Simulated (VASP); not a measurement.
Set up this calculation in VASP 6.6.1, as the native input.

```
Task                   : single point
Functional             : r2SCAN
Potentials or basis    : VASP PAW PBE potentials, release 64 (Mg, B)
Cutoff                 : 660 eV
k mesh                 : 7 × 7 × 5
Occupations            : methfessel-paxton, width 0.1 eV
Spin                   : no spin polarisation
Dipole correction      : no
Further INCAR settings : ALGO = Normal; EDIFF = 1e-06; NBANDS = 11
```

The system is MgB2.

```
Mg B
1.0
     3.08803    0.00000    0.00000
    -1.54401    2.67431    0.00000
     0.00000    0.00000    3.44503
Mg B
1 2
Direct
  0.00000 0.00000 0.00000
  0.33333 0.66667 0.50000
  0.66667 0.33333 0.50000
```

One way to write it, as run:

POSCAR

```
MgB2
1.0
    3.0880286500      0.0000000000      0.0000000000
   -1.5440143250      2.6743112585      0.0000000000
    0.0000000000      0.0000000000      3.4450265751
Mg B
1 2
Direct
    0.0000000000      0.0000000000      0.0000000000
    0.3333333333      0.6666666667      0.5000000000
    0.6666666667      0.3333333333      0.5000000000
```

INCAR.step1

```
PREC = Accurate
ENCUT = 660
ISMEAR = 1
SIGMA = 0.1
LREAL = F
LASPH = T
NELM = 120
NBANDS = 11
GGA = PE
ALGO = Normal
EDIFF = 1E-5
LWAVE = T
LCHARG = F
GGA_COMPAT = F
```

INCAR.step2

```
PREC = Accurate
ENCUT = 660
EDIFF = 1E-6
ISMEAR = 1
SIGMA = 0.1
LREAL = F
LASPH = T
NELM = 120
ALGO = Normal
ISIF = 2
LWAVE = F
LCHARG = T
METAGGA = R2SCAN
LMIXTAU = T
LELF = T
LVHAR = T
NBANDS = 11
ISTART = 1
GGA_COMPAT = F
```

KPOINTS

```
Automatic mesh
0
Gamma
  7 7 5
```

Potentials or basis: VASP PAW PBE potentials, release 64 (Mg, B).

Command:

```sh
$ cat potpaw_PBE.64/Mg/POTCAR potpaw_PBE.64/B/POTCAR > POTCAR
$ cp INCAR.step1 INCAR
$ mpirun -np 1 vasp_std > vasp.out
$ cp INCAR.step2 INCAR
$ mpirun -np 1 vasp_std > vasp.out
```

Results of the run:

```yaml
Pressure: -0.6 GPa
Band_gap_on_the_k_mesh: zero (bands 4 and 5 overlap by 1.95 eV)
```

Caveat: the k points lie up to 0.36 Å⁻¹ apart, too coarse for converged energies and pressures of a metal; the PAW data sets were made with another functional, which shifts forces and pressure a little.

Wall time 24 s on 1 thread of Intel(R) Xeon(R) 6975P-C (Granite Rapids) (shared host), peak memory 0.17 GiB.
